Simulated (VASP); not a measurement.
Set up this calculation in VASP 6.6.1, as the native input.

* Task: single point
* Functional: LDA
* Potentials or basis: VASP PAW LDA potentials, release 64 (Zn, S)
* Cutoff: 520 eV
* k mesh: 10 × 10 × 10
* Occupations: gaussian, width 0.05 eV
* Spin: no spin polarisation
* Dipole correction: no
* Further INCAR settings: ALGO = Normal; EDIFF = 1e-06; NBANDS = 16

The structure of ZnS lies in POSCAR:

```
ZnS
1.0
    0.0000000000      2.7046500000      2.7046500000
    2.7046500000      0.0000000000      2.7046500000
    2.7046500000      2.7046500000      0.0000000000
Zn S
1 1
Direct
    0.0000000000      0.0000000000      0.0000000000
    0.7500000000      0.7500000000      0.7500000000
```

These files were run (other wordings do the same):

INCAR

```
SYSTEM = ZnS
ALGO = Normal ; EDIFF = 1E-6
ENCUT = 520 ; ISIF = 2
ISMEAR = 0 ; LASPH = .TRUE.
LCHARG = .FALSE. ; LREAL = .FALSE.
LWAVE = .FALSE. ; NBANDS = 16
NELM = 80 ; PREC = Accurate
SIGMA = 0.05
```

KPOINTS

```
k-points
0
G
  10 10 10
  0 0 0
```

Potentials or basis: VASP PAW LDA potentials, release 64 (Zn, S).

Command:

```sh
$ cat potpaw_LDA.64/Zn/POTCAR potpaw_LDA.64/S/POTCAR > POTCAR
$ mpirun -np 1 vasp_std > vasp.out
```

It gave:

```
Pressure               : -4.5 GPa
Band gap on the k mesh : 1.88 eV, direct
```

It took 35 s on 1 thread of AMD EPYC 7R13, with other jobs on the host, peak memory 0.13 GiB.
